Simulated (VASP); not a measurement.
A run of VASP 6.6.1 is set up as follows.

File INCAR:

```
PREC = Accurate ; ENCUT = 600
EDIFF = 1E-6 ; ISMEAR = 0
SIGMA = 0.2 ; LREAL = False
LASPH = True ; NELM = 100
ALGO = Normal ; ISIF = 3
LWAVE = False ; LCHARG = False
GGA = PE ; IBRION = 2
NSW = 36 ; EDIFFG = -0.08
```

File KPOINTS:

```
regular mesh
0
Gamma
  3 3 3
```

Contents of POSCAR:

```
SiBi2Te5
1.0
    2.9587513500      1.7082358900      9.3130788400
   -2.9587513500      1.7082358900      9.3130788400
    0.0000000000     -3.4164717800      9.3130788400
Si Bi Te
1 2 5
Direct
    0.0000000000      0.0000000000      0.0000000000
    0.0882779200      0.0882779200      0.0882779200
    0.9117220800      0.9117220800      0.9117220800
    0.5000000000      0.5000000000      0.5000000000
    0.3646733800      0.3646733800      0.3646733800
    0.6353266200      0.6353266200      0.6353266200
    0.2167892500      0.2167892500      0.2167892500
    0.7832107500      0.7832107500      0.7832107500
```

Potentials or basis: VASP PAW PBE potentials, release 64 (Si, Bi_d, Te).

Launch:

```sh
$ cat potpaw_PBE.64/Si/POTCAR potpaw_PBE.64/Bi_d/POTCAR potpaw_PBE.64/Te/POTCAR > POTCAR
$ mpirun -np 1 vasp_std > vasp.out
```

(1) Predict the relaxed volume.

(2) Predict the relaxed cell.

(3) Predict the band gap on the k mesh.

## Answers

(1) 30.49 Å³/atom.

(2) a = 10.560 Å, b = 10.560 Å, c = 10.560 Å, α = 28.94°, β = 28.94°, γ = 28.94°.

(3) zero (bands 32 and 33 overlap by 1.19 eV).

Caveat: the k points lie up to 0.46 Å⁻¹ apart in the final cell, too coarse for converged energies and pressures of a metal; spin-orbit coupling is left out, which moves the levels of the heavy elements.
